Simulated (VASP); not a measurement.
# HfN3 (P1) in VASP: single point with PBE

Aim: the single point of HfN3 with PBE.

Everything below comes from runs of VASP 6.6.1. Logs are shortened: lines on timing, memory, paths and dates and some standing lists are left out, and cuts for length are marked.

## 1. The cell of the first run

The typed cell holds 4 atoms: a = 4.176 Å, b = 4.413 Å, c = 4.325 Å, α = 89.30°, β = 88.79°, γ = 92.00°.

## 2. Single point, PBE

Input file INCAR:

```
  PREC = Accurate
  ENCUT = 600
  EDIFF = 1E-6
  ISMEAR = -1
  SIGMA = 0.15
  LREAL = F
  LASPH = T
  NELM = 120
  ALGO = Normal
  ISIF = 2
  LWAVE = F
  LCHARG = F
  GGA = PE
  NBANDS = 20
  GGA_COMPAT = F
```

Input file KPOINTS:

```
Automatic mesh
0
Gamma
  2 2 2
  0.5 0.5 0.5
```

Input file POSCAR:

```
HfN3
1.0
    4.1751590000     -0.0751540000      0.0450900000
   -0.0751540000      4.4126340000      0.0270310000
    0.0450900000      0.0270310000      4.3243450000
Hf N
1 3
Direct
    0.2467540000      0.1714270000     -0.0005560000
    0.6840240000      0.1613160000      0.0324360000
    0.2200980000      0.6555180000     -0.0078090000
    0.2432630000      0.1509370000      0.4986470000
```

Potentials or basis: VASP PAW PBE potentials, release 64 (Hf_pv, N).

Run with:

```sh
$ cat potpaw_PBE.64/Hf_pv/POTCAR potpaw_PBE.64/N/POTCAR > POTCAR
$ mpirun -np 1 vasp_std > vasp.out
```

OUTCAR:

```text
PREC = Accurate
   ENCUT = 600
   EDIFF = 1E-6
   ISMEAR = -1
   LREAL = F
   LASPH = T
   NELM = 120
   ISIF = 2
   GGA = PE

 ion  position               nearest neighbor table
   1  0.247  0.171  0.999-   2 1.84   3 2.14   4 2.16   4 2.17   3 2.28   2 2.35
   2  0.684  0.161  0.032-   1 1.84   1 2.35
   3  0.220  0.656  0.992-   1 2.14   1 2.28
   4  0.243  0.151  0.499-   1 2.16   1 2.17

  LATTYP: Found a triclinic cell.
 ALAT       =     4.1760787717
 B/A-ratio  =     1.4801153306
 C/A-ratio  =     1.0355802143
 COS(alpha) =     0.0055527314
 COS(beta)  =     0.0211078736
 COS(gamma) =     0.7005793055

  Lattice vectors:

 A1 = (  -4.1751590000,   0.0751540000,  -0.0450900000)
 A2 = (  -4.2503130000,   4.4877880000,  -0.0180590000)
 A3 = (  -0.0450900000,  -0.0270310000,  -4.3243450000)

Analysis of symmetry for initial positions (statically):
=====================================================================
 Subroutine PRICEL returns:
 Original cell was already a primitive cell.

 Routine SETGRP: Setting up the symmetry group for a
 triclinic supercell.

 Subroutine GETGRP returns: Found  1 space group operations
 (whereof  1 operations were pure point group operations)
 out of a pool of  2 trial point group operations.

The static configuration has the point symmetry C_1 .

Analysis of symmetry for dynamics (positions and initial velocities):
=====================================================================
 Subroutine PRICEL returns:
 Original cell was already a primitive cell.

 Routine SETGRP: Setting up the symmetry group for a
 triclinic supercell.

 Subroutine GETGRP returns: Found  1 space group operations
 (whereof  1 operations were pure point group operations)
 out of a pool of  2 trial point group operations.

The dynamic configuration has the point symmetry C_1 .

 Subroutine INISYM returns: Found  1 space group operations
 (whereof  1 operations are pure point group operations),
 and found     1 'primitive' translations

----------------------------------------------------------------------------------------

                                     Primitive cell

  volume of cell :      79.6327

  direct lattice vectors                    reciprocal lattice vectors
     4.175159000 -0.075154000  0.045090000     0.239612832  0.004096440 -0.002524052
    -0.075154000  4.412634000  0.027031000     0.004096440  0.226700724 -0.001459795
     0.045090000  0.027031000  4.324345000    -0.002524052 -0.001459795  0.231284338

  length of vectors
     4.176078772  4.413356729  4.324664549     0.239661138  0.226742431  0.231302717

  position of ions in fractional coordinates (direct lattice)
     0.246754000  0.171427000  0.999444000
     0.684024000  0.161316000  0.032436000
     0.220098000  0.655518000  0.992191000
     0.243263000  0.150937000  0.498647000

  ion indices of the primitive-cell ions
   primitive index   ion index
                 1           1
                 2           2
                 3           3
                 4           4

----------------------------------------------------------------------------------------

 KPOINTS: Automatic mesh

Automatic generation of k-mesh.
 Grid dimensions read from file:
 generate k-points for:    2    2    2

 Generating k-lattice:

  Cartesian coordinates                     Fractional coordinates (reciprocal lattice)
     0.119806416  0.002048220 -0.001262026     0.500000000  0.000000000 -0.000000000
     0.002048220  0.113350362 -0.000729897     0.000000000  0.500000000 -0.000000000
    -0.001262026 -0.000729897  0.115642169    -0.000000000 -0.000000000  0.500000000

  Length of vectors
     0.119830569  0.113371216  0.115651358

  Shift w.r.t. Gamma in fractional coordinates (k-lattice)
     0.500000000  0.500000000  0.500000000

 Subroutine IBZKPT returns following result:
 ===========================================

 Found      4 irreducible k-points:

 Following reciprocal coordinates:
            Coordinates               Weight
  0.250000  0.250000  0.250000      2.000000
 -0.250000  0.250000  0.250000      2.000000
  0.250000 -0.250000  0.250000      2.000000
 -0.250000 -0.250000  0.250000      2.000000
   k-points           NKPTS =      4   k-points in BZ     NKDIM =      4   number of bands    NBANDS=     20
   number of dos      NEDOS =    301   number of ions     NIONS =      4
   total plane-waves  NPLWV =  46656
   dimension x,y,z NGX =    36 NGY =   36 NGZ =   36
   dimension x,y,z NGXF=    72 NGYF=   72 NGZF=   72
   ions per type =               1   3
   NGX,Y,Z   is equivalent  to a cutoff of  14.33, 13.56, 13.84 a.u.
   NGXF,Y,Z  is equivalent  to a cutoff of  28.66, 27.12, 27.68 a.u.
 SYSTEM =  unknown system
   PREC   = accura    normal or accurate (medium, high low for compatibility)
   ISTART =      0    job   : 0-new  1-cont  2-samecut
   ICHARG =      2    charge: 1-file 2-atom 10-const
   ISPIN  =      1    spin polarized calculation?
   LNONCOLLINEAR =      F non collinear calculations
   LSORBIT =      F    spin-orbit coupling
   LASPH  =      T    aspherical Exc in radial PAW
   ENCUT  =  600.0 eV  44.10 Ry    6.64 a.u.   8.34  8.81  8.64*2*pi/ulx,y,z
   NELM   =    120;   NELMIN=  2; NELMDL= -5     # of ELM steps
   EDIFF  = 0.1E-05   stopping-criterion for ELM
   LREAL  =      F    real-space projection
   EDIFFG = 0.1E-04   stopping-criterion for IOM
   NSW    =      0    number of steps for IOM
   IBRION =     -1    ionic relax: 0-MD 1-quasi-New 2-CG
   NFREE  =      0    steps in history (QN), initial steepest desc. (CG)
   ISIF   =      2    stress and relaxation
   ISYM   =      2    0-nonsym 1-usesym 2-fastsym
   POTIM  = 0.5000    time-step for ionic-motion
   TEBEG  =    0.0;   TEEND  =   0.0 temperature during run
   PSTRESS=    0.0 pullay stress
   NELECT =      25.0000    total number of electrons
   NUPDOWN=      -1.0000    fix difference up-down
   EMIN   =  10.00;   EMAX   =-10.00  energy-range for DOS
   EFERMI =   0.00;   METHOD = LEGACY
   ISMEAR =    -1;   SIGMA  =   0.15  broadening in eV -4-tet -1-fermi 0-gaus
   EFERMI_NEDOS =   21; number of points for ismear=-14 and -15
   IALGO  =     38    algorithm
   IMIX   =      4    mixing-type and parameters
     AMIX     =   0.40;   BMIX     =  1.00
     AMIX_MAG =   1.60;   BMIX_MAG =  1.00
  volume/ion in A,a.u.               =      19.91       134.35
  Fermi-wavevector in a.u.,A,eV,Ry     =   1.112648  2.102599 16.843806  1.237985
  Thomas-Fermi vector in A             =   2.249224
   LORBIT       =      0    0 simple, 1 ext, 2 COOP (PROOUT), +10 PAW based schemes
   GGA     = PE    functional components
   LHFCALC =     F    Hartree Fock is set to
   AEXX    =    0.0000 exact exchange contribution
   IVDW    =     0    specifies the selected vdW correction
   LEPSILON=     F    determine dielectric tensor
   LRPA    =     F    only Hartree local field effects (RPA)
 non-spin polarized calculation
  energy-cutoff  :      600.00
  volume of cell :       79.63
 maximum number of plane-waves:      2664
 NGX is ok and might be reduce to    36
   NGX = 17   NGY = 17   NGZ = 17

 number of electron      24.9999999 magnetization

 Free energy of the ion-electron system (eV)
  ---------------------------------------------------
  ext. energy  EPLUGINS =         0.00000000
  ---------------------------------------------------
  free energy    TOTEN  =       -29.40859081 eV

  energy without entropy =      -29.03082765  energy(sigma->0) =      -29.21970923

 E-fermi :  -1.1647     XC(G=0):  -8.1678

 val. band max:       -2.3200085183   @ k =   0.2500  -0.2500   0.2500
 cond. band min:      -1.0473344444   @ k =  -0.2500  -0.2500   0.2500
 fundamental gap:      1.2726740739
 Fermi energy:        -1.1647420022

 k-point     1 :       0.2500    0.2500    0.2500
  band No.  band energies     occupation
      1     -29.6195      2.00000
      2     -29.3150      2.00000
      3     -29.2954      2.00000
      4     -13.6302      2.00000
      5     -13.1195      2.00000
      6     -12.9364      2.00000
[... 12 lines left out ...]
     19       7.2270      0.00000
     20       9.3082      0.00000

 k-point     2 :      -0.2500    0.2500    0.2500
  band No.  band energies     occupation
      1     -29.6194      2.00000
      2     -29.3151      2.00000
      3     -29.2954      2.00000
      4     -13.6322      2.00000
      5     -13.1279      2.00000
      6     -12.9263      2.00000
[... 12 lines left out ...]
     19       7.1345      0.00000
     20       9.2998      0.00000

 k-point     3 :       0.2500   -0.2500    0.2500
  band No.  band energies     occupation
      1     -29.6195      2.00000
      2     -29.3151      2.00000
      3     -29.2953      2.00000
      4     -13.6336      2.00000
      5     -13.1343      2.00000
      6     -12.9148      2.00000
[... 12 lines left out ...]
     19       7.1020      0.00000
     20       9.3470      0.00000

 k-point     4 :      -0.2500   -0.2500    0.2500
  band No.  band energies     occupation
      1     -29.6194      2.00000
      2     -29.3152      2.00000
      3     -29.2954      2.00000
      4     -13.6073      2.00000
      5     -13.1478      2.00000
      6     -12.9376      2.00000
[... 12 lines left out ...]
     19       7.2310      0.00000
     20       9.3164      0.00000

------------------------ aborting loop because EDIFF is reached ----------------------------------------

  FORCE on cell =-STRESS in cart. coord.  units (eV):
  Direction    XX          YY          ZZ          XY          YZ          ZX
  --------------------------------------------------------------------------------------
  -------------------------------------------------------------------------------------
  Total        9.1444034     -3.8920059     -2.3062048     -0.7417811      0.0557871      1.5205083
  in kB      183.9816120    -78.3055478    -46.3998866    -14.9243296      1.1224134     30.5919975
  external PRESSURE =      19.7587259 kB  Pullay stress =       0.0000000 kB

 VOLUME and BASIS-vectors are now :
 -----------------------------------------------------------------------------
  energy-cutoff  :      600.00
  volume of cell :       79.63
      direct lattice vectors                 reciprocal lattice vectors
     4.175159000 -0.075154000  0.045090000     0.239612832  0.004096440 -0.002524052
    -0.075154000  4.412634000  0.027031000     0.004096440  0.226700724 -0.001459795
     0.045090000  0.027031000  4.324345000    -0.002524052 -0.001459795  0.231284338

 POSITION                                       TOTAL-FORCE (eV/Angst)
 -----------------------------------------------------------------------------------
      1.06242      0.76492      4.33770        -6.832155     -0.894234     -0.088480
      2.84525      0.66130      0.17547         6.104238     -0.075307      0.142805
      0.91442      2.90284      4.31822         0.488132      0.641638      0.111478
      1.02680      0.66123      2.17137         0.239785      0.327903     -0.165803
 -----------------------------------------------------------------------------------
    total drift:                               -0.000101     -0.000004     -0.000219

  FREE ENERGIE OF THE ION-ELECTRON SYSTEM (eV)
  ---------------------------------------------------
  free  energy   TOTEN  =       -29.4085908077 eV

  energy  without entropy=      -29.0308276494  energy(sigma->0) =      -29.21970923
```

Run time: 10 s. Hardware: 1 thread of Intel Xeon 6975P-C (Granite Rapids), shared host; peak memory 0.2 GiB.

What came out:

* Free energy: -29.4086 eV
* Pressure: 2.0 GPa
* Largest force: 6.891 eV/Å

Forces in eV/Å, atoms in the order of the input:
```
Hf  -6.832 -0.894 -0.088
N    6.104 -0.075  0.143
N    0.488  0.642  0.111
N    0.240  0.328 -0.166
```

Stress tensor (GPa, compression positive):
```
18.40 -1.49  3.06
-1.49 -7.83  0.11
 3.06  0.11 -4.64
```

Caveat: the k points lie up to 0.75 Å⁻¹ apart; spin-orbit coupling is left out, which moves the levels of the heavy elements; forces of over 1 eV/Å act on the atoms, so gaps and moduli don't describe the material at rest.
